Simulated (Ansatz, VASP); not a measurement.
# SnBiO2 in VASP and in Ansatz

```
Sn Bi O
1.0
     4.03289    0.00000    0.00000
    -2.01644    3.49258    0.00000
     0.00000    0.00000    6.19518
Sn Bi O
1 1 2
Cartesian
  0.0000 0.0000 3.0976
  0.0000 0.0000 0.0000
  0.0000 2.3284 0.0000
  2.0164 1.1642 0.0000
```

Alike in both runs: functional PBE; k mesh 12 × 12 × 8; occupations gaussian, width 0.1 eV; no spin polarisation.

Ansatz relaxed the structure, and its values are those at the end. VASP's run is a single point on that final structure, the one shown.

|  | VASP | Ansatz |
| --- | --- | --- |
| version | VASP 6.6.1 | Ansatz 0.2.0 |
| potentials or method | VASP PAW PBE potentials, release 64 (Sn_d, Bi_d, O), cutoff 520 eV | scalar-relativistic, plane waves, PAW |
| valence electrons in the cell | 41 | 41 |

```csv
,VASP,Ansatz,Ansatz less VASP
gap on the k mesh at the Fermi level (eV),none,none,-
pressure (GPa),0.1,0.0,-0.05
```

A gap of «none» marks a metal or a gap that the smearing closes.

Spin-orbit coupling is off throughout.
